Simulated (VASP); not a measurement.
Input of a VASP 6.6.1 run:

The input POSCAR:

```
Be
1.0
    2.1926706652      0.0000000000      0.0000000000
   -1.0963353326      1.8989084982      0.0000000000
    0.0000000000      0.0000000000      6.9830756247
Be
4
Direct
    1.0000000000      1.0000000000      1.0000000000
    0.0000000000      1.0000000000      0.5000000000
    0.3333333333      0.6666666667      0.2500000000
    0.6666666667      0.3333333333      0.7500000000
```

Contents of INCAR.step1:

```
PREC = Accurate
ENCUT = 520
ISMEAR = -1
SIGMA = 0.1
LREAL = F
LASPH = T
NELM = 100
NBANDS = 12
GGA = PE
ALGO = Normal
EDIFF = 1E-4
LWAVE = T
LCHARG = F
```

The input INCAR.step2:

```
PREC = Accurate
ENCUT = 520
EDIFF = 1E-7
ISMEAR = -1
SIGMA = 0.1
LREAL = F
LASPH = T
NELM = 100
ALGO = Normal
ISIF = 2
LWAVE = F
LCHARG = F
METAGGA = R2SCAN
LMIXTAU = T
NBANDS = 12
ISTART = 1
```

KPOINTS

```
Automatic mesh
0
Gamma
  18 18 5
```

Potentials or basis: VASP PAW PBE potentials, release 64 (Be).

Command:

```bash
$ cat potpaw_PBE.64/Be/POTCAR > POTCAR
$ cp INCAR.step1 INCAR
$ mpirun -np 1 vasp_std > vasp.out
$ cp INCAR.step2 INCAR
$ mpirun -np 1 vasp_std > vasp.out
```

Q: Estimate the band gap on the k mesh.

A: Zero (bands 4 and 5 overlap by 1.55 eV).

Q: Predict the pressure.

A: 12.1 GPa.

Stress tensor (GPa, compression positive):
```
11.23  0.00  0.00
 0.00 11.23  0.00
 0.00  0.00 13.85
```

Caveat: the cell stands under pressure; the PAW data sets were made with another functional, which shifts forces and pressure a little.
